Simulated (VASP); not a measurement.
Here is a VASP 6.6.1 calculation.

Contents of INCAR:

```
PREC = Accurate
ENCUT = 520
EDIFF = 1E-6
ISMEAR = 0
SIGMA = 0.05
LREAL = False
LASPH = True
NELM = 80
ALGO = Normal
ISIF = 2
LWAVE = False
LCHARG = True
LDIPOL = True
IDIPOL = 3
DIPOL = 0.5 0.5 0.500
GGA = PS
LELF = True
LVHAR = True
LVACPOTAV = True
NBANDS = 31
```

File KPOINTS:

```
regular mesh
0
Gamma
  4 4 1
```

Contents of POSCAR:

```
Si
1.0
    3.8417168285      0.0000000000      0.0000000000
    0.0000000000      3.8417168285      0.0000000000
    0.0000000000      0.0000000000     27.2242680938
Si
10
Direct
    0.0000000000      0.5000000000      0.2754894998
    0.0000000000      0.0000000000      0.3253807221
    0.5000000000      0.0000000000      0.3752719443
    0.5000000000      0.5000000000      0.4251631666
    0.0000000000      0.5000000000      0.4750543889
    0.0000000000      0.0000000000      0.5249456111
    0.5000000000      0.0000000000      0.5748368334
    0.5000000000      0.5000000000      0.6247280557
    0.0000000000      0.5000000000      0.6746192779
    0.0000000000      0.0000000000      0.7245105002
```

Potentials or basis: VASP PAW PBE potentials, release 64 (Si).

Command:

```console
$ cat potpaw_PBE.64/Si/POTCAR > POTCAR
$ mpirun -np 1 vasp_std > vasp.out
```

Task: Predict the largest force.

Result: 0.101 eV/Å.

Task: Estimate the band gap on the k mesh.

Result: Zero (bands 20 and 21 overlap by 0.98 eV).

Forces in eV/Å, atoms in the order of the input:
```
Si   0.000  0.000 -0.027
Si   0.000  0.000  0.101
Si   0.000  0.000  0.093
Si   0.000  0.000 -0.026
Si   0.000  0.000 -0.061
Si   0.000  0.000  0.061
Si   0.000  0.000  0.026
Si   0.000  0.000 -0.093
Si   0.000  0.000 -0.101
Si   0.000  0.000  0.027
```

Caveat: the k points lie up to 0.41 Å⁻¹ apart, too coarse for converged energies and pressures of a metal; the PAW data sets were made with another functional, which shifts forces and pressure a little.
